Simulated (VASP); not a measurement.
Ge2Sb3Se:

```xyz
6
Lattice="4.3197 0.0000 0.0000 0.0000 4.3197 0.0000 0.0000 0.0000 8.0843" Properties=species:S:1:pos:R:3 pbc="T T T"
Ge    0.0000    2.1598    4.0421
Ge    2.1598    0.0000    4.0421
Sb    2.1598    2.1598    4.0421
Sb    0.0000    2.1598    0.0000
Sb    2.1598    0.0000    0.0000
Se    2.1598    2.1598    0.0000
```

The cell was built from a structure type or drawn by symmetry, and may not be a known phase.

| Item | Value |
| --- | --- |
| Program | VASP 6.6.1 |
| Task | relaxation of cell and atoms |
| Functional | PBE |
| Potentials or basis | VASP PAW PBE potentials, release 64 (Ge_d, Sb, Se) |
| Cutoff | 600 eV |
| k mesh | 4 × 4 × 2 |
| Occupations | gaussian, width 0.1 eV |
| Spin | no spin polarisation |

At the start: pressure 61.3 GPa; volume 25.14 Å³/atom.

Task: How do energy, volume and symmetry change on relaxing?

Result: Over 20 steps the energy falls by 3144.0 meV/atom and the volume is 30.92 Å³/atom (+23.0 %); space group P4/mmm (No. 123, to 0.1 Å) before and after.

Step by step:
```tsv
step	energy change (eV)	largest force (eV/Å)	pressure (GPa)	volume (Å³)
1	0.0000	0.0000	61.31	150.85
2	-8.3991	0.0000	-8.41	428.05
3	-15.8495	0.0000	-3.76	257.70
4	-16.0138	0.0000	-2.93	250.36
5	-16.1063	0.0000	-0.18	232.97
6	-16.1272	0.0000	-1.21	238.49
7	-16.1260	0.0000	-0.87	236.56
8	-16.2851	0.0000	-0.90	229.00
9	-17.1532	0.0000	-1.02	206.32
10	-18.2675	0.0000	9.14	160.85
11	-18.1989	0.0000	0.74	184.25
12	-18.4893	0.0000	3.45	172.55
13	-18.5046	0.0000	4.26	169.97
14	-18.5744	0.0000	4.66	169.22
15	-18.5155	0.0000	6.52	167.12
16	-18.6059	0.0000	5.14	168.51
17	-18.6846	0.0000	4.22	171.05
18	-18.8308	0.0000	1.63	178.79
19	-18.7957	0.0000	-2.03	194.93
20	-18.8641	0.0000	-0.10	185.54
```

Final structure:
```
CELL_PARAMETERS angstrom
5.73227 0.00000 0.00000
0.00000 5.73227 0.00000
0.00000 0.00000 5.64657
ATOMIC_POSITIONS crystal
Ge 0.00000 0.50000 0.50000
Ge 0.50000 0.00000 0.50000
Sb 0.50000 0.50000 0.50000
Sb 0.00000 0.50000 0.00000
Sb 0.50000 0.00000 0.00000
Se 0.50000 0.50000 0.00000
```

Caveat: the k points lie up to 0.56 Å⁻¹ apart in the final cell, too coarse for converged energies and pressures of a metal; the volume moved by over 15 % at a fixed basis, so the end points are rough.
